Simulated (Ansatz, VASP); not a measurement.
Two plane-wave programs on CdSe

The input INCAR:

```
SYSTEM = CdSe
PREC = Accurate
ENCUT = 520
EDIFF = 1E-8
ISMEAR = -1
SIGMA = 0.03
LREAL = .False.
LASPH = .True.
NELM = 100
ALGO = Normal
ISIF = 2
LWAVE = .False.
LCHARG = .False.
GGA = CA
LEFG = .True.
NBANDS = 16
```

Contents of KPOINTS:

```
Automatic mesh
0
Gamma
  8 8 8
  0 0 0
```

Contents of POSCAR:

```
CdSe
1.0
    0.0000000000      3.0075950161      3.0075950161
    3.0075950161      0.0000000000      3.0075950161
    3.0075950161      3.0075950161      0.0000000000
Cd Se
1 1
Direct
    0.0000000000      0.0000000000      0.0000000000
    0.2500000000      0.2500000000      0.2500000000
```

Input for Ansatz:

```yaml
crystal:
  lattice:
    - [0.0, 3.0075950161, 3.0075950161]
    - [3.0075950161, 0.0, 3.0075950161]
    - [3.0075950161, 3.0075950161, 0.0]
  atoms:
    - { symbol: Cd, position: [0.0, 0.0, 0.0] }
    - { symbol: Se, position: [0.25, 0.25, 0.25] }
kpoints:
  mp_grid: { grid: [8, 8, 8] }
scf:
  occupations: { method: fermi_dirac, width: 0.03 }
hamiltonian:
  xc: lda
  pseudopotentials: { kind: paw }
output:
  forces: true
  stress: true
  eigenvalues: true
  efg: { contact_densities: true }
```

Change from the starting cell: volume scaled by 0.94, PAW files.

Alike in both runs: task electric field gradients; functional LDA; k mesh 8 × 8 × 8; occupations fermi-dirac, width 0.03 eV; no spin polarisation.

```csv
,VASP,Ansatz
version,VASP 6.6.1,Ansatz 0.2.0
potentials or method,"VASP PAW LDA potentials, release 64 (Cd, Se)","PAW with Ansatz's default frozen-core files, scalar-relativistic"
plane-wave cutoff (eV),520,420
valence electrons in the cell,18,36
```

|  | VASP | Ansatz | Ansatz less VASP |
| --- | --- | --- | --- |
| pressure (GPa) | 0.3 | -0.2 | -0.49 |

LDA's correlation is that of Perdew and Zunger in VASP and of Perdew and Wang (1992) in Ansatz. VASP's potentials hold 18 valence electrons a cell and Ansatz's 36, so a difference there can come from the potentials and not from the codes.
